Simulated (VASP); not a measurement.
Set up this calculation in VASP 6.6.1, as the native input.

| Item | Value |
| --- | --- |
| Task | single point |
| Functional | r2SCAN |
| Potentials or basis | VASP PAW PBE potentials, release 64 (Pd) |
| Cutoff | 520 eV |
| k mesh | 14 × 14 × 14 |
| Occupations | fermi-dirac, width 0.05 eV |
| Spin | collinear spin |
| Starting moments | [0.5] μB |
| Dipole correction | no |
| Further INCAR settings | ALGO = Normal; EDIFF = 1e-06; NBANDS = 15 |

Crystal: Pd.

```
Pd
1.0
    -1.55522    1.55522    1.55522
     1.55522   -1.55522    1.55522
     1.55522    1.55522   -1.55522
Pd
1
Direct
  0.00000 0.00000 0.00000
```

This isn't the form of Pd at room conditions, which is fcc.

One way to write it, as run:

POSCAR

```
Pd
1.0
   -1.5552217449      1.5552217449      1.5552217449
    1.5552217449     -1.5552217449      1.5552217449
    1.5552217449      1.5552217449     -1.5552217449
Pd
1
Direct
    0.0000000000      0.0000000000      0.0000000000
```

INCAR.step1

```
SYSTEM = Pd
PREC = Accurate
ENCUT = 520
ISMEAR = -1
SIGMA = 0.05
LREAL = .False.
LASPH = .True.
NELM = 150
ISPIN = 2
MAGMOM = 0.5
LMAXMIX = 4
NBANDS = 15
GGA = PE
ALGO = Normal
EDIFF = 1E-4
LWAVE = .True.
LCHARG = .False.
```

INCAR.step2

```
SYSTEM = Pd
PREC = Accurate
ENCUT = 520
EDIFF = 1E-6
ISMEAR = -1
SIGMA = 0.05
LREAL = .False.
LASPH = .True.
NELM = 150
ALGO = Normal
ISIF = 2
LWAVE = .False.
LCHARG = .True.
ISPIN = 2
MAGMOM = 0.5
LORBIT = 11
LMAXMIX = 4
METAGGA = R2SCAN
LMIXTAU = .True.
LELF = .True.
LVHAR = .True.
NBANDS = 15
ISTART = 1
```

KPOINTS

```
Automatic mesh
0
Gamma
  14 14 14
  0 0 0
```

Potentials or basis: VASP PAW PBE potentials, release 64 (Pd).

Run with:

```bash
$ cat potpaw_PBE.64/Pd/POTCAR > POTCAR
$ cp INCAR.step1 INCAR
$ mpirun -np 1 vasp_std > vasp.out
$ cp INCAR.step2 INCAR
$ mpirun -np 1 vasp_std > vasp.out
```

Results of the run:

The pressure is 0.6 GPa. The band gap on the k mesh is zero (filled and empty bands overlap). The net moment is 0.00 μB per cell and the valence electrons inside the program's atomic spheres are Pd 9.45.

Caveat: the PAW data sets were made with another functional, which shifts forces and pressure a little.

Run time: 87 s on 1 thread of AMD EPYC 9R45 96-Core Processor (Zen 5), with other jobs on the host, peak memory 0.13 GiB.
